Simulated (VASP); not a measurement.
A run of VASP 6.6.1 is set up as follows.

The input INCAR:

```
  ALGO = Normal
  EDIFF = 1E-8
  ENCUT = 520
  GGA = PE
  ISIF = 2
  ISMEAR = 1
  IVDW = 12
  LASPH = True
  LCHARG = False
  LEFG = True
  LREAL = Auto
  LWAVE = False
  NBANDS = 75
  NELM = 100
  PREC = Accurate
  SIGMA = 0.15
```

File KPOINTS:

```
k-points
0
Gamma
  4 4 4
```

POSCAR

```
RbSb4F13
1.0
   -4.8175000000      4.8175000000      3.2815000000
    4.8175000000     -4.8175000000      3.2815000000
    4.8175000000      4.8175000000     -3.2815000000
Rb Sb F
1 4 13
Direct
    0.5000000000      0.5000000000      0.0000000000
    0.0063141333      0.2771267468      0.2834408801
    0.2771267468      0.9936858667      0.2708126135
    0.9936858667      0.7228732532      0.7165591199
    0.7228732532      0.0063141333      0.7291873865
    0.0000000000      0.0000000000      0.0000000000
    0.5614392778      0.8765557881      0.4379950659
    0.8765557881      0.4385607222      0.3151165103
    0.4385607222      0.1234442119      0.5620049341
    0.1234442119      0.5614392778      0.6848834897
    0.4301501418      0.3345581499      0.3207676869
    0.3345581499      0.0137904630      0.9044080081
    0.0137904630      0.1093824549      0.6792323131
    0.1093824549      0.4301501418      0.0955919919
    0.5698498582      0.6654418501      0.6792323131
    0.6654418501      0.9862095370      0.0955919919
    0.9862095370      0.8906175451      0.3207676869
    0.8906175451      0.5698498582      0.9044080081
```

Potentials or basis: VASP PAW PBE potentials, release 64 (Rb_sv, Sb, F).

Run with:

```console
$ cat potpaw_PBE.64/Rb_sv/POTCAR potpaw_PBE.64/Sb/POTCAR potpaw_PBE.64/F/POTCAR > POTCAR
$ mpirun -np 1 vasp_std > vasp.out
```

Q: Estimate the dispersion energy per atom.

A: -0.130 eV.

Q: What does it give for the largest force?

A: 0.035 eV/Å.

Q: Predict the pressure.

A: -0.1 GPa.

Q: What does it give for the band gap on the k mesh?

A: 4.73 eV (least direct gap 4.77 eV).

Forces on the atoms (eV/Å):
```
Rb   0.000  0.000  0.000
Sb   0.017 -0.004  0.000
Sb   0.004  0.017  0.000
Sb  -0.017  0.004  0.000
Sb  -0.004 -0.017  0.000
F    0.000  0.000  0.000
F    0.026  0.023  0.000
F   -0.023  0.026  0.000
F   -0.026 -0.023  0.000
F    0.023 -0.026  0.000
F    0.004  0.000 -0.024
F    0.000  0.004 -0.024
F   -0.004  0.000 -0.024
F    0.000 -0.004 -0.024
F   -0.004  0.000  0.024
F    0.000 -0.004  0.024
F    0.004  0.000  0.024
F    0.000  0.004  0.024
```

Caveat: three body term missing; without QUAD_EFG the Cq values of the log hold for a quadrupole moment of 1 mb, not for the nuclei; spin-orbit coupling is left out, which moves the levels of the heavy elements. A k mesh can miss the band edges.
